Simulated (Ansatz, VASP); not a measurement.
## InO: VASP beside Ansatz

```
CELL_PARAMETERS angstrom
3.17732 0.00000 0.00000
-1.58866 2.75164 0.00000
0.00000 0.00000 15.24202
ATOMIC_POSITIONS crystal
In 0.66667 0.33333 0.59002
In 0.66667 0.33333 0.40998
O 0.00000 0.00000 0.63987
O 0.00000 0.00000 0.36013
```

Change from the starting cell: strain -0.080 along x and y, -0.040 along z, atoms carried along.

Alike in both runs: task single point; functional PBE; k mesh 12 × 12 × 2; occupations gaussian, width 0.03 eV; no spin polarisation.

|  | VASP | Ansatz |
| --- | --- | --- |
| version | VASP 6.6.1 | Ansatz 0.2.0 |
| potentials or method | VASP PAW PBE potentials, release 64 (In_d, O), cutoff 520 eV | scalar-relativistic, plane waves, PAW |
| valence electrons in the cell | 38 | 38 |

```csv
,VASP,Ansatz,Ansatz less VASP
gap on the k mesh at the Fermi level (eV),0.44,0.44,+0.002
least direct gap on the mesh (eV),1.89,1.90,+0.011
rms of the force components (eV/Å),1.323,1.295,-0.0280
```

Atom by atom the forces differ by 0.028 eV/Å (rms over components). With one functional, cell and mesh, what is left measures potentials, basis and numerics.
